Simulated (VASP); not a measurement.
# Co (Fm-3m) in VASP: a series of runs

Co is run at these levels: PBE; tasks: single point, relaxation of cell and atoms.

Program: VASP 6.6.1. These are calculated values, not measurements. Logs are shortened: lines on timing, memory, paths and dates and some standing lists are left out, and cuts for length are marked.

## 1. The cell of the first run

It takes space group Fm-3m (No. 225, cubic). Conventional cell: a = 3.522 Å, b = 3.522 Å, c = 3.522 Å, α = 90.00°, β = 90.00°, γ = 90.00°. Within 3.3 Å of Co (site symmetry m-3m) lie 12 Co at 2.49 Å.

This isn't the form of Co at room conditions, which is hcp.

## 2. Single point, PBE, collinear spin, ferromagnetic start

File INCAR:

```
SYSTEM = Co
ALGO     = Normal         ! electronic algorithm
EDIFF    = 1E-7           ! SCF threshold, eV
ENCUT    = 520            ! plane-wave cutoff, eV
GGA      = PE             ! functional
ISIF     = 2              ! what is computed and relaxed
ISMEAR   = 0              ! smearing method
ISPIN    = 2              ! spin polarisation
LASPH    = .True.         ! aspherical terms in the spheres
LCHARG   = .False.        ! write CHGCAR
LMAXMIX  = 4              ! l up to which the mixer works
LORBIT   = 11             ! projections on sites
LREAL    = .False.        ! projectors in reciprocal space
LWAVE    = .False.        ! write WAVECAR
MAGMOM   = 1.87           ! initial moments
NBANDS   = 14             ! bands
NELM     = 150            ! most SCF steps
PREC     = Accurate       ! precision mode
SIGMA    = 0.1            ! smearing width, eV
```

File KPOINTS:

```
k-points
0
Gamma
  26 26 26
  0 0 0
```

File POSCAR:

```
Co
1.0
    0.0000000000      1.7609982482      1.7609982482
    1.7609982482      0.0000000000      1.7609982482
    1.7609982482      1.7609982482      0.0000000000
Co
1
Direct
    0.0000000000      0.0000000000      0.0000000000
```

Potentials or basis: VASP PAW PBE potentials, release 64 (Co).

On the command line:

```sh
$ cat potpaw_PBE.64/Co/POTCAR > POTCAR
$ mpirun -np 1 vasp_std > vasp.out
```

OUTCAR:

```text
SYSTEM = Co
   EDIFF = 1E-7
   ENCUT = 520
   GGA = PE
   ISIF = 2
   ISMEAR = 0
   ISPIN = 2
   LASPH = .True.
   LORBIT = 11
   LREAL = .False.
   NELM = 150
   PREC = Accurate

 ion  position               nearest neighbor table
   1  0.000  0.000  0.000-

  LATTYP: Found a face centered cubic cell.
 ALAT       =     3.5219964964

  Lattice vectors:

 A1 = (   0.0000000000,   1.7609982482,   1.7609982482)
 A2 = (   1.7609982482,   0.0000000000,   1.7609982482)
 A3 = (   1.7609982482,   1.7609982482,   0.0000000000)

Analysis of symmetry for initial positions (statically):
=====================================================================
 Subroutine PRICEL returns:
 Original cell was already a primitive cell.

 Routine SETGRP: Setting up the symmetry group for a
 face centered cubic supercell.

 Subroutine GETGRP returns: Found 48 space group operations
 (whereof 48 operations were pure point group operations)
 out of a pool of 48 trial point group operations.

The static configuration has the point symmetry O_h .

Analysis of symmetry for dynamics (positions and initial velocities):
=====================================================================
 Subroutine PRICEL returns:
 Original cell was already a primitive cell.

 Routine SETGRP: Setting up the symmetry group for a
 face centered cubic supercell.

 Subroutine GETGRP returns: Found 48 space group operations
 (whereof 48 operations were pure point group operations)
 out of a pool of 48 trial point group operations.

The dynamic configuration has the point symmetry O_h .

Analysis of structural, dynamic, and magnetic symmetry:
=====================================================================
 Subroutine PRICEL returns:
 Original cell was already a primitive cell.

 Routine SETGRP: Setting up the symmetry group for a
 face centered cubic supercell.

 Subroutine GETGRP returns: Found 48 space group operations
 (whereof 48 operations were pure point group operations)
 out of a pool of 48 trial point group operations.

The overall configuration has the point symmetry O_h .

 Subroutine INISYM returns: Found 48 space group operations
 (whereof 48 operations are pure point group operations),
 and found     1 'primitive' translations

----------------------------------------------------------------------------------------

                                     Primitive cell

  volume of cell :      10.9221

  direct lattice vectors                    reciprocal lattice vectors
     0.000000000  1.760998248  1.760998248    -0.283929868  0.283929868  0.283929868
[... 116 lines left out ...]
 Gauss-broadening in eV      SIGMA  =   0.10
  energy-cutoff  :      520.00
  volume of cell :       10.92
 maximum number of plane-waves:       306
   NGX =  9   NGY =  9   NGZ =  9

 number of electron       8.9999997 magnetization       1.6531109

 Free energy of the ion-electron system (eV)
  ---------------------------------------------------
  ext. energy  EPLUGINS =         0.00000000
  ---------------------------------------------------
  free energy    TOTEN  =        -7.02168162 eV

  energy without entropy =       -7.01551819  energy(sigma->0) =       -7.01859991

 E-fermi :  10.2679     XC(G=0): -13.3657

 val. band max:       10.2663804103   @ k =  -0.1538   0.2692   0.1154
 cond. band min:      10.2707281461   @ k =  -0.2692   0.3462   0.0769
 fundamental gap:      0.0043477358
 Fermi energy:        10.2679397503

 spin component 1

 k-point     1 :       0.0000    0.0000    0.0000
  band No.  band energies     occupation
      1       1.2811      1.00000
      2       7.5443      1.00000
      3       7.5443      1.00000
      4       7.5443      1.00000
      5       8.5669      1.00000
      6       8.5669      1.00000
      7      33.2431      0.00000
      8      37.5346      0.00000
      9      37.5346      0.00000
     10      37.5346      0.00000
     11      40.7098      0.00000
     12      40.7098      0.00000
     13      40.7098      0.00000
     14      43.2677      0.00000
[... 379 lines left out ...]
      3       7.5491      1.00000
      4       8.0838      1.00000
      5       9.2726      1.00000
      6       9.3038      1.00000
      7      19.4744      0.00000
      8      32.1059      0.00000
      9      34.0322      0.00000
     10      35.8495      0.00000
     11      38.2008      0.00000
     12      39.6870      0.00000
     13      43.5786      0.00000
     14      46.8482      0.00000

 [... further k-points ...]

 spin component 2

 k-point     1 :       0.0000    0.0000    0.0000
  band No.  band energies     occupation
      1       1.3006      1.00000
      2       9.1301      1.00000
      3       9.1301      1.00000
      4       9.1301      1.00000
      5      10.5768      0.00001
      6      10.5768      0.00001
      7      32.9234      0.00000
      8      37.6972      0.00000
      9      37.6972      0.00000
     10      37.6972      0.00000
     11      41.0159      0.00000
     12      41.0159      0.00000
     13      41.0159      0.00000
     14      42.9212      0.00000
[... 379 lines left out ...]
      3       9.2068      1.00000
      4       9.2647      1.00000
      5      11.1125      0.00000
      6      11.1953      0.00000
      7      20.1490      0.00000
      8      31.8699      0.00000
      9      34.3847      0.00000
     10      36.2038      0.00000
     11      38.4456      0.00000
     12      39.9386      0.00000
     13      43.9752      0.00000
     14      50.0936      0.00000

 [... further k-points ...]
[... 5 lines left out ...]
  --------------------------------------------------------------------------------------
  -------------------------------------------------------------------------------------
  Total       -0.0494249     -0.0494249     -0.0494249     -0.0000000      0.0000000      0.0000000
  in kB       -7.2501965     -7.2501965     -7.2501965     -0.0000000      0.0000000      0.0000000
  external PRESSURE =      -7.2501965 kB  Pullay stress =       0.0000000 kB

 VOLUME and BASIS-vectors are now :
 -----------------------------------------------------------------------------
  energy-cutoff  :      520.00
  volume of cell :       10.92
      direct lattice vectors                 reciprocal lattice vectors
     0.000000000  1.760998248  1.760998248    -0.283929868  0.283929868  0.283929868
     1.760998248  0.000000000  1.760998248     0.283929868 -0.283929868  0.283929868
     1.760998248  1.760998248  0.000000000     0.283929868  0.283929868 -0.283929868

 POSITION                                       TOTAL-FORCE (eV/Angst)
 -----------------------------------------------------------------------------------
      0.00000      0.00000      0.00000         0.000000      0.000000     -0.000000
 -----------------------------------------------------------------------------------
    total drift:                               -0.000000     -0.000000     -0.000000

  FREE ENERGIE OF THE ION-ELECTRON SYSTEM (eV)
  ---------------------------------------------------
  free  energy   TOTEN  =        -7.0216816242 eV

  energy  without entropy=       -7.0155181881  energy(sigma->0) =       -7.01859991

 total charge

# of ion       s       p       d       tot
------------------------------------------
    1        0.488   0.518   7.252   8.259

 magnetization (x)

# of ion       s       p       d       tot
------------------------------------------
    1       -0.012  -0.048   1.731   1.671
```

stdout:

```text
POSCAR found type information on POSCAR Co
 POSCAR found :  1 types and       1 ions
 scaLAPACK will be used
 LDA part: xc-table for (Slater+PW92), standard interpolation
 POSCAR, INCAR and KPOINTS ok, starting setup
 FFT: planning ... GRIDC
 FFT: planning ... GRID_SOFT
 FFT: planning ... GRID
 WAVECAR not read
 entering main loop
```

Run time: 6.4 min. Hardware: 1 thread of Intel Xeon 8259CL, shared host; peak memory 0.2 GiB.

What came out:

* Free energy: -7.0217 eV
* Pressure: -0.7 GPa
* Net moment: 1.65 μB per cell
* Site moments: Co +1.67 μB
* Valence electrons inside the program's atomic spheres: Co 8.26

Levels at points of the mesh, in eV from the Fermi level:
Spin up:
```
           k point  band 1  band 2  band 3  band 4  band 5  band 6  band 7  band 8  band 9  band 10
(0.00, 0.00, 0.00)   -8.99   -2.72   -2.72   -2.72   -1.70   -1.70   22.98   27.27   27.27    27.27
(0.50, 0.00, 0.00)   -5.19   -2.86   -2.86   -0.81   -0.81   -0.30    6.05   21.54   24.77    24.77
(0.50, 0.50, 0.00)   -5.28   -4.64   -0.92   -0.55   -0.55    2.50    9.49   14.81   14.81    19.83
```
Spin down:
```tsv
k point	band 1	band 2	band 3	band 4	band 5	band 6	band 7	band 8	band 9
(0.00, 0.00, 0.00)	-8.97	-1.14	-1.14	-1.14	0.31	0.31	22.66	27.43	27.43
(0.50, 0.00, 0.00)	-4.28	-1.14	-1.14	-0.34	1.12	1.12	7.07	21.24	25.08
(0.50, 0.50, 0.00)	-4.07	-3.37	1.18	1.29	1.29	2.50	10.41	14.98	14.98
```

## 3. Single point, PBE, collinear spin, ferromagnetic start

File INCAR:

```
SYSTEM = Co
PREC = Accurate ; ENCUT = 520
EDIFF = 1E-7 ; ISMEAR = 0
SIGMA = 0.1 ; LREAL = .False.
LASPH = .True. ; NELM = 150
ALGO = Fast ; ISIF = 2
LWAVE = .False. ; LCHARG = .False.
ISPIN = 2 ; MAGMOM = 1.96
LORBIT = 11 ; LMAXMIX = 4
GGA = PE ; NBANDS = 14
```

File KPOINTS:

```
Automatic mesh
0
Gamma
  26 26 26
  0 0 0
```

File POSCAR:

```
Co
1.0
    0.0000000000      1.7610454097      1.7610454097
    1.7610454097      0.0000000000      1.7610454097
    1.7610454097      1.7610454097      0.0000000000
Co
1
Direct
    0.0000000000      0.0000000000      0.0000000000
```

Potentials or basis: VASP PAW PBE potentials, release 64 (Co).

On the command line:

```sh
$ cat potpaw_PBE.64/Co/POTCAR > POTCAR
$ mpirun -np 1 vasp_std > vasp.out
```

It took 3.1 min on 1 thread of AMD EPYC 9755, shared host; peak memory 0.18 GiB.

The run converged. Its results:

```yaml
Free_energy: -7.0217 eV
Pressure: -0.7 GPa
Net_moment: 1.65 μB per cell
Site_moments: Co +1.67 μB
Valence_electrons_inside_the_program's_atomic_spheres: Co 8.26
```

Levels at points of the mesh, in eV from the Fermi level:
Spin up:
| k point | band 3 | band 4 | band 5 | band 6 | band 7 | band 8 |
| --- | --- | --- | --- | --- | --- | --- |
| (0.00, 0.00, 0.00) | -2.72 | -2.72 | -1.70 | -1.70 | 22.97 | 27.27 |
| (0.50, 0.00, 0.00) | -2.86 | -0.81 | -0.81 | -0.30 | 6.05 | 21.54 |
| (0.50, 0.50, 0.00) | -0.92 | -0.55 | -0.55 | 2.49 | 9.49 | 14.81 |
Spin down:
| k point | band 1 | band 2 | band 3 | band 4 | band 5 | band 6 | band 7 | band 8 |
| --- | --- | --- | --- | --- | --- | --- | --- | --- |
| (0.00, 0.00, 0.00) | -8.97 | -1.14 | -1.14 | -1.14 | 0.31 | 0.31 | 22.65 | 27.43 |
| (0.50, 0.00, 0.00) | -4.27 | -1.14 | -1.14 | -0.34 | 1.12 | 1.12 | 7.07 | 21.24 |
| (0.50, 0.50, 0.00) | -4.07 | -3.37 | 1.18 | 1.29 | 1.29 | 2.50 | 10.41 | 14.98 |

## 4. Relaxation of cell and atoms, PBE, collinear spin, ferromagnetic start

This run uses another cell than the first one, of 10.96 Å³/atom.

File INCAR:

```
SYSTEM = Co
PREC = Accurate
ENCUT = 600
EDIFF = 1E-7
ISMEAR = 0
SIGMA = 0.1
LREAL = .False.
LASPH = .True.
NELM = 150
ALGO = Fast
ISIF = 3
LWAVE = .False.
LCHARG = .False.
ISPIN = 2
MAGMOM = 1.96
LORBIT = 11
LMAXMIX = 4
GGA = PE
IBRION = 2
NSW = 100
EDIFFG = -0.01
```

File KPOINTS:

```
regular mesh
0
Gamma
  26 26 26
  0 0 0
```

File POSCAR:

```
Co
1.0
    0.0000000000      1.7632205516      1.7632205516
    1.7632205516      0.0000000000      1.7632205516
    1.7632205516      1.7632205516      0.0000000000
Co
1
Direct
    0.0000000000      0.0000000000      0.0000000000
```

On the command line:

```sh
$ cat potpaw_PBE.64/Co/POTCAR > POTCAR
$ mpirun -np 1 vasp_std > vasp.out
```

It took 5.2 min on 1 thread of AMD EPYC 9755, shared host; peak memory 0.19 GiB.

Results (log left out):

- Free energy: -7.0215 eV
- Relaxed volume: 10.88 Å³/atom
- Relaxed cell: a = 2.487 Å, b = 2.487 Å, c = 2.487 Å, α = 60.00°, β = 60.00°, γ = 60.00°
- Space group after relaxing (to 0.1 Å): Fm-3m (No. 225)
- Energy gained by relaxing: 0.4 meV/atom
- Ionic steps: 3
- Pressure after relaxing: 0.0 GPa
- Net moment: 1.65 μB per cell
- Site moments: Co +1.67 μB
- Valence electrons inside the program's atomic spheres: Co 8.27

The path:
| step | energy change (eV) | largest force (eV/Å) | pressure (GPa) | volume (Å³) |
| --- | --- | --- | --- | --- |
| 1 | 0.0000 | 0.0000 | -1.55 | 10.96 |
| 2 | 0.0000 | 0.0000 | 1.64 | 10.80 |
| 3 | -0.0004 | 0.0000 | 0.02 | 10.88 |

Final structure:
```xyz
1
Lattice="0.0000 1.7586 1.7586 1.7586 0.0000 1.7586 1.7586 1.7586 0.0000" Properties=species:S:1:pos:R:3 pbc="T T T"
Co    0.0000    0.0000    0.0000
```

Levels at points of the mesh, in eV from the Fermi level:
Spin up:
| k point | band 1 | band 2 | band 3 | band 4 | band 5 | band 6 | band 7 | band 8 | band 9 |
| --- | --- | --- | --- | --- | --- | --- | --- | --- | --- |
| (0.00, 0.00, 0.00) | -9.01 | -2.73 | -2.73 | -2.73 | -1.70 | -1.70 | 23.01 | 27.33 | 27.33 |
| (0.50, 0.00, 0.00) | -5.21 | -2.86 | -2.86 | -0.80 | -0.80 | -0.30 | 6.09 | 21.57 | 24.84 |
| (0.50, 0.50, 0.00) | -5.29 | -4.66 | -0.91 | -0.54 | -0.54 | 2.50 | 9.53 | 14.85 | 14.85 |
Spin down:
```tsv
k point	band 2	band 3	band 4	band 5	band 6	band 7
(0.00, 0.00, 0.00)	-1.14	-1.14	-1.14	0.31	0.31	22.69
(0.50, 0.00, 0.00)	-1.15	-1.15	-0.34	1.12	1.12	7.11
(0.50, 0.50, 0.00)	-3.39	1.18	1.29	1.29	2.51	10.45
```
